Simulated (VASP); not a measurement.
# Li2S (Fm-3m) in VASP: a series of runs

The runs below take Li2S through single point, with PBE.

Program: VASP 6.6.1. These are calculated values, not measurements. Logs are shortened: lines on timing, memory, paths and dates and some standing lists are left out, and cuts for length are marked.

## 1. The cell of the first run

It takes space group Fm-3m (No. 225, cubic). The conventional cell has a = 5.670 Å, b = 5.670 Å, c = 5.670 Å, α = 90.00°, β = 90.00°, γ = 90.00°. Within 3.2 Å of Li (site symmetry -43m) lie 4 S at 2.46 Å and 6 Li at 2.84 Å. Within 3.2 Å of S (site symmetry m-3m) lie 8 Li at 2.46 Å.

## 2. Single point, PBE

File INCAR:

```
SYSTEM = Li2S
PREC     = Accurate       ! precision mode
ENCUT    = 750            ! plane-wave cutoff, eV
EDIFF    = 1E-6           ! SCF threshold, eV
ISMEAR   = 0              ! smearing method
SIGMA    = 0.1            ! smearing width, eV
LREAL    = .FALSE.        ! projectors in reciprocal space
LASPH    = .TRUE.         ! aspherical terms in the spheres
NELM     = 120            ! most SCF steps
ALGO     = Normal         ! electronic algorithm
ISIF     = 2              ! what is computed and relaxed
LWAVE    = .FALSE.        ! write WAVECAR
LCHARG   = .FALSE.        ! write CHGCAR
GGA      = PE             ! functional
NBANDS   = 13             ! bands
ISYM     = 0            
GGA_COMPAT= .FALSE.
```

File KPOINTS:

```
Automatic mesh
0
Gamma
  2 2 2
  0.5 0.5 0.5
```

File POSCAR:

```
Li2S
1.0
    0.0000000000      2.8351678429      2.8351678429
    2.8351678429      0.0000000000      2.8351678429
    2.8351678429      2.8351678429      0.0000000000
Li S
2 1
Direct
    0.7500000000      0.7500000000      0.7500000000
    0.2500000000      0.2500000000      0.2500000000
    0.0000000000      0.0000000000      0.0000000000
```

Potentials or basis: VASP PAW PBE potentials, release 64 (Li_sv, S).

The run is started by

```bash
$ cat potpaw_PBE.64/Li_sv/POTCAR potpaw_PBE.64/S/POTCAR > POTCAR
$ mpirun -np 1 vasp_std > vasp.out
```

OUTCAR:

```text
SYSTEM = Li2S
   PREC = Accurate
   ENCUT = 750
   EDIFF = 1E-6
   ISMEAR = 0
   LREAL = .FALSE.
   LASPH = .TRUE.
   NELM = 120
   ISIF = 2
   GGA = PE
   ISYM = 0

 ion  position               nearest neighbor table
   1  0.750  0.750  0.750-   3 2.46   3 2.46   3 2.46   3 2.46
   2  0.250  0.250  0.250-   3 2.46   3 2.46   3 2.46   3 2.46
   3  0.000  0.000  0.000-   1 2.46   1 2.46   2 2.46   2 2.46   1 2.46   1 2.46   2 2.46   2 2.46

IMPORTANT INFORMATION: All symmetrisations will be switched off!
NOSYMM: (Re-)initialisation of all symmetry stuff for point group C_1.

----------------------------------------------------------------------------------------

                                     Primitive cell

  volume of cell :      45.5792

  direct lattice vectors                    reciprocal lattice vectors
     0.000000000  2.835167843  2.835167843    -0.176356402  0.176356402  0.176356402
     2.835167843  0.000000000  2.835167843     0.176356402 -0.176356402  0.176356402
     2.835167843  2.835167843  0.000000000     0.176356402  0.176356402 -0.176356402

  length of vectors
     4.009532815  4.009532815  4.009532815     0.305458249  0.305458249  0.305458249

  position of ions in fractional coordinates (direct lattice)
     0.750000000  0.750000000  0.750000000
     0.250000000  0.250000000  0.250000000
     0.000000000  0.000000000  0.000000000

  ion indices of the primitive-cell ions
   primitive index   ion index
                 1           1
                 2           2
                 3           3

----------------------------------------------------------------------------------------

 KPOINTS: Automatic mesh

Automatic generation of k-mesh.
 Grid dimensions read from file:
 generate k-points for:    2    2    2

 Generating k-lattice:

  Cartesian coordinates                     Fractional coordinates (reciprocal lattice)
    -0.088178201  0.088178201  0.088178201     0.500000000  0.000000000  0.000000000
     0.088178201 -0.088178201  0.088178201     0.000000000  0.500000000  0.000000000
     0.088178201  0.088178201 -0.088178201     0.000000000  0.000000000  0.500000000

  Length of vectors
     0.152729124  0.152729124  0.152729124

  Shift w.r.t. Gamma in fractional coordinates (k-lattice)
     0.500000000  0.500000000  0.500000000

 Subroutine IBZKPT returns following result:
 ===========================================

 Found     16 irreducible k-points:

 Following reciprocal coordinates:
            Coordinates               Weight
  0.250000  0.250000  0.250000      2.000000
  0.250000  0.000000  0.000000      2.000000
  0.000000  0.000000 -0.250000      2.000000
  0.000000  0.250000  0.000000      2.000000
 -0.250000  0.250000  0.250000      2.000000
  0.250000 -0.250000  0.250000      2.000000
[... 8 lines left out ...]
  0.000000  0.250000  0.500000      2.000000
  0.500000  0.250000  0.000000      2.000000
   k-points           NKPTS =     16   k-points in BZ     NKDIM =     16   number of bands    NBANDS=     13
   number of dos      NEDOS =    301   number of ions     NIONS =      3
   total plane-waves  NPLWV =  46656
   dimension x,y,z NGX =    36 NGY =   36 NGZ =   36
   dimension x,y,z NGXF=    72 NGYF=   72 NGZF=   72
   ions per type =               2   1
   NGX,Y,Z   is equivalent  to a cutoff of  14.93, 14.93, 14.93 a.u.
   NGXF,Y,Z  is equivalent  to a cutoff of  29.85, 29.85, 29.85 a.u.
 SYSTEM =  Li2S
   PREC   = accura    normal or accurate (medium, high low for compatibility)
   ISTART =      0    job   : 0-new  1-cont  2-samecut
   ICHARG =      2    charge: 1-file 2-atom 10-const
   ISPIN  =      1    spin polarized calculation?
   LNONCOLLINEAR =      F non collinear calculations
   LSORBIT =      F    spin-orbit coupling
   LASPH  =      T    aspherical Exc in radial PAW
   ENCUT  =  750.0 eV  55.12 Ry    7.42 a.u.   8.95  8.95  8.95*2*pi/ulx,y,z
   NELM   =    120;   NELMIN=  2; NELMDL= -5     # of ELM steps
   EDIFF  = 0.1E-05   stopping-criterion for ELM
   LREAL  =      F    real-space projection
   EDIFFG = 0.1E-04   stopping-criterion for IOM
   NSW    =      0    number of steps for IOM
   IBRION =     -1    ionic relax: 0-MD 1-quasi-New 2-CG
   NFREE  =      0    steps in history (QN), initial steepest desc. (CG)
   ISIF   =      2    stress and relaxation
   ISYM   =      0    0-nonsym 1-usesym 2-fastsym
   POTIM  = 0.5000    time-step for ionic-motion
   TEBEG  =    0.0;   TEEND  =   0.0 temperature during run
   PSTRESS=    0.0 pullay stress
   NELECT =      12.0000    total number of electrons
   NUPDOWN=      -1.0000    fix difference up-down
   EMIN   =  10.00;   EMAX   =-10.00  energy-range for DOS
   EFERMI =   0.00;   METHOD = LEGACY
   ISMEAR =     0;   SIGMA  =   0.10  broadening in eV -4-tet -1-fermi 0-gaus
   EFERMI_NEDOS =   21; number of points for ismear=-14 and -15
   IALGO  =     38    algorithm
   IMIX   =      4    mixing-type and parameters
     AMIX     =   0.40;   BMIX     =  1.00
     AMIX_MAG =   1.60;   BMIX_MAG =  1.00
  volume/ion in A,a.u.               =      15.19       102.53
  Fermi-wavevector in a.u.,A,eV,Ry     =   1.049252  1.982799 14.979059  1.100930
  Thomas-Fermi vector in A             =   2.184207
   LORBIT       =      0    0 simple, 1 ext, 2 COOP (PROOUT), +10 PAW based schemes
   GGA     = PE    functional components
   LHFCALC =     F    Hartree Fock is set to
   AEXX    =    0.0000 exact exchange contribution
   IVDW    =     0    specifies the selected vdW correction
   LEPSILON=     F    determine dielectric tensor
   LRPA    =     F    only Hartree local field effects (RPA)
 non-spin polarized calculation
 Gauss-broadening in eV      SIGMA  =   0.10
  energy-cutoff  :      750.00
  volume of cell :       45.58
 maximum number of plane-waves:      2126
   NGX = 17   NGY = 17   NGZ = 17

 number of electron      11.9999997 magnetization

 Free energy of the ion-electron system (eV)
  ---------------------------------------------------
  ext. energy  EPLUGINS =         0.00000000
  ---------------------------------------------------
  free energy    TOTEN  =       -11.98474930 eV

  energy without entropy =      -11.98474930  energy(sigma->0) =      -11.98474930

 E-fermi :   1.8727     XC(G=0):  -8.5605

 val. band max:        1.2753393333   @ k =   0.2500   0.0000   0.0000
 cond. band min:       6.5128203199   @ k =  -0.2500   0.5000   0.5000
 fundamental gap:      5.2374809866
 Fermi energy:         1.8726634129

 k-point     1 :       0.2500    0.2500    0.2500
  band No.  band energies     occupation
      1     -42.5878      2.00000
      2     -42.5559      2.00000
      3      -9.2961      2.00000
      4      -0.1545      2.00000
      5       1.2753      2.00000
      6       1.2753      2.00000
      7       6.9952      0.00000
      8       8.3596      0.00000
      9       8.3596      0.00000
     10       9.0261      0.00000
     11      11.4431      0.00000
     12      11.4431      0.00000
     13      14.6601      0.00000

 k-point     2 :       0.2500    0.0000    0.0000
  band No.  band energies     occupation
      1     -42.5878      2.00000
      2     -42.5559      2.00000
      3      -9.2961      2.00000
      4      -0.1545      2.00000
      5       1.2753      2.00000
      6       1.2753      2.00000
      7       6.9952      0.00000
      8       8.3596      0.00000
      9       8.3596      0.00000
     10       9.0261      0.00000
     11      11.4431      0.00000
     12      11.4431      0.00000
     13      14.6601      0.00000

 k-point     3 :       0.0000    0.0000   -0.2500
  band No.  band energies     occupation
      1     -42.5878      2.00000
      2     -42.5559      2.00000
      3      -9.2961      2.00000
      4      -0.1545      2.00000
      5       1.2753      2.00000
      6       1.2753      2.00000
      7       6.9952      0.00000
      8       8.3596      0.00000
      9       8.3596      0.00000
     10       9.0261      0.00000
     11      11.4431      0.00000
     12      11.4431      0.00000
     13      14.6601      0.00000

 k-point     4 :       0.0000    0.2500    0.0000
  band No.  band energies     occupation
      1     -42.5878      2.00000
      2     -42.5559      2.00000
      3      -9.2961      2.00000
      4      -0.1545      2.00000
      5       1.2753      2.00000
      6       1.2753      2.00000
      7       6.9952      0.00000
      8       8.3596      0.00000
      9       8.3596      0.00000
     10       9.0261      0.00000
     11      11.4431      0.00000
     12      11.4431      0.00000
     13      14.6601      0.00000

 k-point     5 :      -0.2500    0.2500    0.2500
  band No.  band energies     occupation
      1     -42.5766      2.00000
      2     -42.5660      2.00000
      3      -8.9950      2.00000
      4      -0.8638      2.00000
      5       0.2296      2.00000
      6       0.5236      2.00000
      7       6.5128      0.00000
      8       9.4886      0.00000
      9       9.8732      0.00000
     10       9.9369      0.00000
     11      12.7266      0.00000
     12      14.0991      0.00000
     13      15.0190      0.00000
[... 129 lines left out ...]
 k-point    14 :       0.5000   -0.2500    0.5000
  band No.  band energies     occupation
      1     -42.5766      2.00000
      2     -42.5660      2.00000
      3      -8.9950      2.00000
      4      -0.8638      2.00000
      5       0.2296      2.00000
      6       0.5236      2.00000
      7       6.5128      0.00000
      8       9.4886      0.00000
      9       9.8732      0.00000
     10       9.9369      0.00000
     11      12.7266      0.00000
     12      14.0991      0.00000
     13      15.0190      0.00000

 k-point    15 :       0.0000    0.2500    0.5000
  band No.  band energies     occupation
      1     -42.5766      2.00000
      2     -42.5660      2.00000
      3      -8.9950      2.00000
      4      -0.8638      2.00000
      5       0.2296      2.00000
      6       0.5236      2.00000
      7       6.5128      0.00000
      8       9.4886      0.00000
      9       9.8732      0.00000
     10       9.9369      0.00000
     11      12.7266      0.00000
     12      14.0991      0.00000
     13      15.0190      0.00000

 k-point    16 :       0.5000    0.2500    0.0000
  band No.  band energies     occupation
      1     -42.5766      2.00000
      2     -42.5660      2.00000
      3      -8.9950      2.00000
      4      -0.8638      2.00000
      5       0.2296      2.00000
      6       0.5236      2.00000
      7       6.5128      0.00000
      8       9.4886      0.00000
      9       9.8732      0.00000
     10       9.9369      0.00000
     11      12.7266      0.00000
     12      14.0991      0.00000
     13      15.0190      0.00000

------------------------ aborting loop because EDIFF is reached ----------------------------------------

  FORCE on cell =-STRESS in cart. coord.  units (eV):
  Direction    XX          YY          ZZ          XY          YZ          ZX
  --------------------------------------------------------------------------------------
  -------------------------------------------------------------------------------------
  Total        0.1983199      0.1983443      0.1983266      0.0000109      0.0000028      0.0000022
  in kB        6.9712502      6.9721069      6.9714857      0.0003829      0.0000991      0.0000786
  external PRESSURE =       6.9716142 kB  Pullay stress =       0.0000000 kB

 VOLUME and BASIS-vectors are now :
 -----------------------------------------------------------------------------
  energy-cutoff  :      750.00
  volume of cell :       45.58
      direct lattice vectors                 reciprocal lattice vectors
     0.000000000  2.835167843  2.835167843    -0.176356402  0.176356402  0.176356402
     2.835167843  0.000000000  2.835167843     0.176356402 -0.176356402  0.176356402
     2.835167843  2.835167843  0.000000000     0.176356402  0.176356402 -0.176356402

 POSITION                                       TOTAL-FORCE (eV/Angst)
 -----------------------------------------------------------------------------------
      4.25275      4.25275      4.25275         0.000006     -0.000001      0.000002
      1.41758      1.41758      1.41758        -0.000001     -0.000004      0.000006
      0.00000      0.00000      0.00000        -0.000006      0.000005     -0.000009
 -----------------------------------------------------------------------------------
    total drift:                               -0.000000      0.000002      0.000001

  FREE ENERGIE OF THE ION-ELECTRON SYSTEM (eV)
  ---------------------------------------------------
  free  energy   TOTEN  =       -11.9847493039 eV

  energy  without entropy=      -11.9847493039  energy(sigma->0) =      -11.98474930
```

Run time: 11 s. Hardware: 1 thread of Intel Xeon 6975P-C (Granite Rapids), shared host; peak memory 0.19 GiB.

What came out:

| Quantity | Value |
| --- | --- |
| Free energy | -11.9847 eV |
| Pressure | 0.7 GPa |
| Band gap on the k mesh | 5.24 eV (least direct gap 5.72 eV) |

Levels at points of the mesh, in eV from the valence-band top:
| k point | band 2 | band 3 | band 4 | band 5 | band 6 | band 7 | band 8 | band 9 | band 10 | band 11 |
| --- | --- | --- | --- | --- | --- | --- | --- | --- | --- | --- |
| (0.25, 0.25, 0.25) | -43.83 | -10.57 | -1.43 | 0.00 | 0.00 | 5.72 | 7.08 | 7.08 | 7.75 | 10.17 |

Caveat: the k points lie up to 0.96 Å⁻¹ apart; a shifted mesh leaves out Γ, where band edges can lie. A k mesh can miss the band edges.

## 3. Single point, PBE

This run uses another cell than the first one, of 13.23 Å³/atom.

File INCAR:

```
SYSTEM = Li2S
PREC = Accurate ; ENCUT = 750
EDIFF = 1E-6 ; ISMEAR = 0
SIGMA = 0.1 ; LREAL = .FALSE.
LASPH = .TRUE. ; NELM = 120
ALGO = Normal ; ISIF = 2
LWAVE = .FALSE. ; LCHARG = .FALSE.
GGA = PE ; NBANDS = 13
GGA_COMPAT = .FALSE.
```

File KPOINTS:

```
regular mesh
0
G
  4 4 4
  0 0 0
```

File POSCAR:

```
Li2S
1.0
    0.0000000000      2.7076019989      2.7076019989
    2.7076019989      0.0000000000      2.7076019989
    2.7076019989      2.7076019989      0.0000000000
Li S
2 1
Direct
    0.7500000000      0.7500000000      0.7500000000
    0.2500000000      0.2500000000      0.2500000000
    0.0000000000      0.0000000000      0.0000000000
```

Potentials or basis: VASP PAW PBE potentials, release 64 (Li_sv, S).

The run is started by

```bash
$ cat potpaw_PBE.64/Li_sv/POTCAR potpaw_PBE.64/S/POTCAR > POTCAR
$ mpirun -np 1 vasp_std > vasp.out
```

Run time: 7.5 s. Hardware: 1 thread of Intel Xeon 6975P-C (Granite Rapids), shared host; peak memory 0.18 GiB.

Results (log left out):

```yaml
Free_energy: -11.8250 eV
Pressure: 8.5 GPa
Band_gap_on_the_k_mesh: 3.24 eV (least direct gap 5.00 eV)
```

Levels at points of the mesh, in eV from the valence-band top:
```
           k point  band 4  band 5  band 6  band 7  band 8  band 9
(0.00, 0.00, 0.00)    0.00    0.00    0.00    5.10    6.26    6.26
(0.50, 0.00, 0.00)   -3.41   -0.63   -0.63    6.61    6.61    6.85
(0.50, 0.50, 0.00)   -2.50   -1.75   -1.75    3.24    7.49   12.25
```

Caveat: the k points lie up to 0.50 Å⁻¹ apart. A k mesh can miss the band edges.

## 4. Single point, PBE

File INCAR:

```
SYSTEM = Li2S
PREC = Accurate
ENCUT = 750
EDIFF = 1E-6
ISMEAR = 0
SIGMA = 0.1
LREAL = .FALSE.
LASPH = .TRUE.
NELM = 120
ALGO = Normal
ISIF = 2
LWAVE = .FALSE.
LCHARG = .TRUE.
GGA = PE
LELF = .TRUE.
LVHAR = .TRUE.
NBANDS = 13
GGA_COMPAT = .FALSE.
```

KPOINTS is that of step 3.

File POSCAR:

```
Li2S
1.0
    0.0000000000      2.8351678429      2.8351678429
    2.8351678429      0.0000000000      2.8351678429
    2.8351678429      2.8351678429      0.0000000000
Li S
2 1
Direct
    0.7500000000      0.7500000000      0.7500000000
    0.2500000000      0.2500000000      0.2500000000
    0.0000000000      0.0000000000      0.0000000000
```

The run is started by

```bash
$ cat potpaw_PBE.64/Li_sv/POTCAR potpaw_PBE.64/S/POTCAR > POTCAR
$ mpirun -np 1 vasp_std > vasp.out
```

Wall time 7.8 s (1 thread of Intel Xeon 6975P-C (Granite Rapids), shared host); peak memory 0.19 GiB.

Results (log left out):

```
Free energy            : -11.9847 eV
Pressure               : 0.6 GPa
Band gap on the k mesh : 3.37 eV (least direct gap 4.34 eV)
```

Levels at points of the mesh, in eV from the valence-band top:
| k point | band 3 | band 4 | band 5 | band 6 | band 7 | band 8 | band 9 | band 10 |
| --- | --- | --- | --- | --- | --- | --- | --- | --- |
| (0.00, 0.00, 0.00) | -11.06 | 0.00 | 0.00 | 0.00 | 4.34 | 6.23 | 6.23 | 6.23 |
| (0.50, 0.00, 0.00) | -10.62 | -2.93 | -0.52 | -0.52 | 6.17 | 6.58 | 6.58 | 8.48 |
| (0.50, 0.50, 0.00) | -10.49 | -2.20 | -1.45 | -1.45 | 3.37 | 7.12 | 11.20 | 11.20 |

Caveat: the k points lie up to 0.48 Å⁻¹ apart. A k mesh can miss the band edges.

## 5. Summary

| cell | k mesh | gap on the mesh (eV) | pressure (GPa) |
| --- | --- | --- | --- |
| a = 4.010 Å, angles 60.0°, 3 atoms | 2 × 2 × 2, shifted | 5.24 | 0.7 |
| a = 3.829 Å, angles 60.0°, 3 atoms | 4 × 4 × 4 | 3.24 | 8.5 |
| a = 4.010 Å, angles 60.0°, 3 atoms | 4 × 4 × 4 | 3.37 | 0.6 |

Alike in all rows: task single point; level PBE; potentials or basis VASP PAW PBE potentials, release 64 (Li_sv, S); no spin polarisation; cutoff (eV) 750; smearing gaussian 0.1 eV.

Caveats: all runs use coarse meshes; a shifted mesh leaves out Γ, where band edges can lie (at least some runs).

Total energies depend on the potentials used, so only differences within one code and one set of settings carry meaning.
